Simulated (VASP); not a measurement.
# SrC2 (R-3m) in VASP: single point with LDA

Aim: the single point of SrC2 with LDA.

Everything below comes from runs of VASP 6.6.1. Logs are shortened: lines on timing, memory, paths and dates and some standing lists are left out, and cuts for length are marked.

**1. The cell of the first run**

Symmetry: R-3m, No. 166, trigonal system. Conventional cell: a = 5.035 Å, b = 5.035 Å, c = 6.920 Å, α = 90.00°, β = 90.00°, γ = 120.00°. Sr (site symmetry -3m) has 14 C at 2.83 to 3.41 Å within 3.7 Å. Within 1.7 Å of C (site symmetry 3m) lie 1 C at 1.27 Å.

**2. Single point, LDA**

INCAR

```
PREC = Accurate
ENCUT = 600
EDIFF = 1E-6
ISMEAR = 0
SIGMA = 0.01
LREAL = False
LASPH = True
NELM = 120
ALGO = Normal
ISIF = 2
LWAVE = False
LCHARG = False
NBANDS = 16
GGA_COMPAT = False
```

KPOINTS

```
Automatic mesh
0
Gamma
  4 4 4
```

POSCAR

```
SrC2
1.0
    2.5173300000      1.4533800000      2.3066600000
   -2.5173300000      1.4533800000      2.3066600000
    0.0000000000     -2.9067600000      2.3066600000
Sr C
1 2
Direct
    0.0000000000      0.0000000000      0.0000000000
    0.5915600000      0.5915600000      0.5915600000
    0.4084400000      0.4084400000      0.4084400000
```

Potentials or basis: VASP PAW LDA potentials, release 64 (Sr_sv, C).

Command:

```sh
cat potpaw_LDA.64/Sr_sv/POTCAR potpaw_LDA.64/C/POTCAR > POTCAR
mpirun -np 1 vasp_std > vasp.out
```

OUTCAR:

```text
PREC = Accurate
   ENCUT = 600
   EDIFF = 1E-6
   ISMEAR = 0
   LREAL = False
   LASPH = True
   NELM = 120
   ISIF = 2

 ion  position               nearest neighbor table
   1  0.000  0.000  0.000-   2 2.83   3 2.83   2 2.95   3 2.95   2 2.95   2 2.95   3 2.95   3 2.95
                             2 3.41   3 3.41   3 3.41   2 3.41   3 3.41   2 3.41
   2  0.592  0.592  0.592-   3 1.27   1 2.83   1 2.95   1 2.95   1 2.95   1 3.41   1 3.41   1 3.41

   3  0.408  0.408  0.408-   2 1.27   1 2.83   1 2.95   1 2.95   1 2.95   1 3.41   1 3.41   1 3.41

  LATTYP: Found a trigonal (rhomboedric) cell.
 ALAT       =     3.7107875322
 COS(alpha) =     0.0795967974

  Lattice vectors:

 A1 = (   2.5173300000,   1.4533800000,   2.3066600000)
 A2 = (  -2.5173300000,   1.4533800000,   2.3066600000)
 A3 = (   0.0000000000,  -2.9067600000,   2.3066600000)

Analysis of symmetry for initial positions (statically):
=====================================================================
 Subroutine PRICEL returns:
 Original cell was already a primitive cell.

 Routine SETGRP: Setting up the symmetry group for a
 trigonal (rhombohedral) supercell.

 Subroutine GETGRP returns: Found 12 space group operations
 (whereof 12 operations were pure point group operations)
 out of a pool of 12 trial point group operations.

The static configuration has the point symmetry D_3d.

Analysis of symmetry for dynamics (positions and initial velocities):
=====================================================================
 Subroutine PRICEL returns:
 Original cell was already a primitive cell.

 Routine SETGRP: Setting up the symmetry group for a
 trigonal (rhombohedral) supercell.

 Subroutine GETGRP returns: Found 12 space group operations
 (whereof 12 operations were pure point group operations)
 out of a pool of 12 trial point group operations.

The dynamic configuration has the point symmetry D_3d.

 Subroutine INISYM returns: Found 12 space group operations
 (whereof 12 operations are pure point group operations),
 and found     1 'primitive' translations

----------------------------------------------------------------------------------------

                                     Primitive cell

  volume of cell :      50.6354

  direct lattice vectors                    reciprocal lattice vectors
     2.517330000  1.453380000  2.306660000     0.198623144  0.114675217  0.144509088
    -2.517330000  1.453380000  2.306660000    -0.198623144  0.114675217  0.144509088
     0.000000000 -2.906760000  2.306660000     0.000000000 -0.229350434  0.144509088

  length of vectors
     3.710787532  3.710787532  3.710786177     0.271080127  0.271080127  0.271080243

  position of ions in fractional coordinates (direct lattice)
     0.000000000  0.000000000  0.000000000
     0.591560000  0.591560000  0.591560000
     0.408440000  0.408440000  0.408440000

  ion indices of the primitive-cell ions
   primitive index   ion index
                 1           1
                 2           2
                 3           3

----------------------------------------------------------------------------------------

 KPOINTS: Automatic mesh

Automatic generation of k-mesh.
 Grid dimensions read from file:
 generate k-points for:    4    4    4

 Generating k-lattice:

  Cartesian coordinates                     Fractional coordinates (reciprocal lattice)
     0.049655786  0.028668804  0.036127272     0.250000000  0.000000000  0.000000000
    -0.049655786  0.028668804  0.036127272     0.000000000  0.250000000  0.000000000
     0.000000000 -0.057337608  0.036127272     0.000000000  0.000000000  0.250000000

  Length of vectors
     0.067770032  0.067770032  0.067770061

  Shift w.r.t. Gamma in fractional coordinates (k-lattice)
     0.000000000  0.000000000  0.000000000

 Subroutine IBZKPT returns following result:
 ===========================================

 Found     13 irreducible k-points:

 Following reciprocal coordinates:
            Coordinates               Weight
  0.000000  0.000000  0.000000      1.000000
  0.250000 -0.000000  0.000000      6.000000
  0.500000 -0.000000  0.000000      3.000000
  0.250000  0.250000  0.000000      6.000000
  0.500000  0.250000  0.000000     12.000000
 -0.250000  0.250000  0.000000      6.000000
  0.500000  0.500000  0.000000      3.000000
  0.250000  0.250000  0.250000      2.000000
  0.500000  0.250000  0.250000      6.000000
 -0.250000  0.250000  0.250000      6.000000
  0.500000  0.500000  0.250000      6.000000
 -0.250000  0.500000  0.250000      6.000000
  0.500000  0.500000  0.500000      1.000000
   k-points           NKPTS =     13   k-points in BZ     NKDIM =     13   number of bands    NBANDS=     16
   number of dos      NEDOS =    301   number of ions     NIONS =      3
   total plane-waves  NPLWV =  27000
   dimension x,y,z NGX =    30 NGY =   30 NGZ =   30
   dimension x,y,z NGXF=    60 NGYF=   60 NGZF=   60
   ions per type =               1   2
   NGX,Y,Z   is equivalent  to a cutoff of  13.44, 13.44, 13.44 a.u.
   NGXF,Y,Z  is equivalent  to a cutoff of  26.88, 26.88, 26.88 a.u.
 SYSTEM =  unknown system
   PREC   = accura    normal or accurate (medium, high low for compatibility)
   ISTART =      0    job   : 0-new  1-cont  2-samecut
   ICHARG =      2    charge: 1-file 2-atom 10-const
   ISPIN  =      1    spin polarized calculation?
   LNONCOLLINEAR =      F non collinear calculations
   LSORBIT =      F    spin-orbit coupling
   LASPH  =      T    aspherical Exc in radial PAW
   ENCUT  =  600.0 eV  44.10 Ry    6.64 a.u.   7.41  7.41  7.41*2*pi/ulx,y,z
   NELM   =    120;   NELMIN=  2; NELMDL= -5     # of ELM steps
   EDIFF  = 0.1E-05   stopping-criterion for ELM
   LREAL  =      F    real-space projection
   EDIFFG = 0.1E-04   stopping-criterion for IOM
   NSW    =      0    number of steps for IOM
   IBRION =     -1    ionic relax: 0-MD 1-quasi-New 2-CG
   NFREE  =      0    steps in history (QN), initial steepest desc. (CG)
   ISIF   =      2    stress and relaxation
   ISYM   =      2    0-nonsym 1-usesym 2-fastsym
   POTIM  = 0.5000    time-step for ionic-motion
   TEBEG  =    0.0;   TEEND  =   0.0 temperature during run
   PSTRESS=    0.0 pullay stress
   NELECT =      18.0000    total number of electrons
   NUPDOWN=      -1.0000    fix difference up-down
   EMIN   =  10.00;   EMAX   =-10.00  energy-range for DOS
   EFERMI =   0.00;   METHOD = LEGACY
   ISMEAR =     0;   SIGMA  =   0.01  broadening in eV -4-tet -1-fermi 0-gaus
   EFERMI_NEDOS =   21; number of points for ismear=-14 and -15
   IALGO  =     38    algorithm
   IMIX   =      4    mixing-type and parameters
     AMIX     =   0.40;   BMIX     =  1.00
     AMIX_MAG =   1.60;   BMIX_MAG =  1.00
  volume/ion in A,a.u.               =      16.88       113.90
  Fermi-wavevector in a.u.,A,eV,Ry     =   1.159705  2.191525 18.298696  1.344916
  Thomas-Fermi vector in A             =   2.296295
   LORBIT       =      0    0 simple, 1 ext, 2 COOP (PROOUT), +10 PAW based schemes
   GGA     = CA    functional components
   LHFCALC =     F    Hartree Fock is set to
   AEXX    =    0.0000 exact exchange contribution
   IVDW    =     0    specifies the selected vdW correction
   LEPSILON=     F    determine dielectric tensor
   LRPA    =     F    only Hartree local field effects (RPA)
 non-spin polarized calculation
 Gauss-broadening in eV      SIGMA  =   0.01
  energy-cutoff  :      600.00
  volume of cell :       50.64
 maximum number of plane-waves:      1706
 NGX is ok and might be reduce to    30
   NGX = 15   NGY = 15   NGZ = 15

 number of electron      17.9999999 magnetization

 Free energy of the ion-electron system (eV)
  ---------------------------------------------------
  ext. energy  EPLUGINS =         0.00000000
  ---------------------------------------------------
  free energy    TOTEN  =       -21.43645534 eV

  energy without entropy =      -21.43645534  energy(sigma->0) =      -21.43645534

 E-fermi :   1.8085     XC(G=0):  -9.9947

 val. band max:        1.7246400931   @ k =   0.5000   0.5000   0.5000
 cond. band min:       3.3701874806   @ k =   0.0000   0.0000   0.0000
 fundamental gap:      1.6455473875
 Fermi energy:         1.8084771923

 k-point     1 :       0.0000    0.0000    0.0000
  band No.  band energies     occupation
      1     -32.0317      2.00000
      2     -14.0080      2.00000
      3     -14.0080      2.00000
      4     -13.9093      2.00000
      5     -10.8728      2.00000
      6      -0.7735      2.00000
[... 8 lines left out ...]
     15      10.2205      0.00000
     16      11.1703      0.00000

 k-point     2 :       0.2500   -0.0000    0.0000
  band No.  band energies     occupation
      1     -32.0154      2.00000
      2     -14.2900      2.00000
      3     -13.9847      2.00000
      4     -13.9112      2.00000
      5     -10.5847      2.00000
      6      -1.9589      2.00000
[... 8 lines left out ...]
     15       9.7832      0.00000
     16       9.9320      0.00000

 k-point     3 :       0.5000   -0.0000    0.0000
  band No.  band energies     occupation
      1     -31.9990      2.00000
      2     -14.5593      2.00000
      3     -13.9612      2.00000
      4     -13.8892      2.00000
      5     -10.3114      2.00000
      6      -2.7504      2.00000
[... 8 lines left out ...]
     15       9.2875      0.00000
     16       9.7732      0.00000

 k-point     4 :       0.2500    0.2500    0.0000
  band No.  band energies     occupation
      1     -31.9999      2.00000
      2     -14.2366      2.00000
      3     -14.1861      2.00000
      4     -13.9225      2.00000
      5     -10.5081      2.00000
      6      -2.1431      2.00000
[... 8 lines left out ...]
     15       9.5840      0.00000
     16      10.4299      0.00000
[... 115 lines left out ...]
 k-point    11 :       0.5000    0.5000    0.2500
  band No.  band energies     occupation
      1     -31.9537      2.00000
      2     -14.3347      2.00000
      3     -14.3167      2.00000
      4     -14.0870      2.00000
      5     -10.3130      2.00000
      6      -2.5694      2.00000
[... 8 lines left out ...]
     15      10.7804      0.00000
     16      11.0160      0.00000

 k-point    12 :      -0.2500    0.5000    0.2500
  band No.  band energies     occupation
      1     -31.9685      2.00000
      2     -14.3891      2.00000
      3     -14.1628      2.00000
      4     -14.0918      2.00000
      5     -10.3566      2.00000
      6      -2.3774      2.00000
[... 8 lines left out ...]
     15       9.1788      0.00000
     16      10.5449      0.00000

 k-point    13 :       0.5000    0.5000    0.5000
  band No.  band energies     occupation
      1     -31.9391      2.00000
      2     -14.2925      2.00000
      3     -14.2754      2.00000
      4     -14.2754      2.00000
      5     -10.1792      2.00000
      6      -3.0581      2.00000
[... 8 lines left out ...]
     15      10.3522      0.00000
     16      11.0747      0.00000

------------------------ aborting loop because EDIFF is reached ----------------------------------------

  FORCE on cell =-STRESS in cart. coord.  units (eV):
  Direction    XX          YY          ZZ          XY          YZ          ZX
  --------------------------------------------------------------------------------------
  -------------------------------------------------------------------------------------
  Total       -1.5457218     -1.5457193     -2.0430538      0.0000000     -0.0000000     -0.0000000
  in kB      -48.9088825    -48.9088049    -64.6451907      0.0000000     -0.0000000     -0.0000000
  external PRESSURE =     -54.1542927 kB  Pullay stress =       0.0000000 kB

 VOLUME and BASIS-vectors are now :
 -----------------------------------------------------------------------------
  energy-cutoff  :      600.00
  volume of cell :       50.64
      direct lattice vectors                 reciprocal lattice vectors
     2.517330000  1.453380000  2.306660000     0.198623144  0.114675217  0.144509088
    -2.517330000  1.453380000  2.306660000    -0.198623144  0.114675217  0.144509088
     0.000000000 -2.906760000  2.306660000     0.000000000 -0.229350434  0.144509088

 POSITION                                       TOTAL-FORCE (eV/Angst)
 -----------------------------------------------------------------------------------
      0.00000      0.00000      0.00000         0.000000     -0.000000     -0.000000
      0.00000      0.00000      4.09358        -0.000000      0.000000     -0.492316
      0.00000      0.00000      2.82640        -0.000000     -0.000000      0.492316
 -----------------------------------------------------------------------------------
    total drift:                                0.000000     -0.000000      0.000000

  FREE ENERGIE OF THE ION-ELECTRON SYSTEM (eV)
  ---------------------------------------------------
  free  energy   TOTEN  =       -21.4364553377 eV

  energy  without entropy=      -21.4364553377  energy(sigma->0) =      -21.43645534
```

Run time: 33 s. Hardware: 1 thread of AMD EPYC 7R43 (Zen 3), shared host; peak memory 0.11 GiB.

What came out:

* Free energy: -21.4365 eV
* Pressure: -5.4 GPa
* Largest force: 0.492 eV/Å
* Band gap on the k mesh: 1.65 eV, indirect (least direct gap 2.42 eV)

Forces on the atoms (eV/Å):
```
Sr   0.000  0.000  0.000
C    0.000  0.000 -0.492
C    0.000  0.000  0.492
```

Caveat: the k points lie up to 0.43 Å⁻¹ apart. A k mesh can miss the band edges.
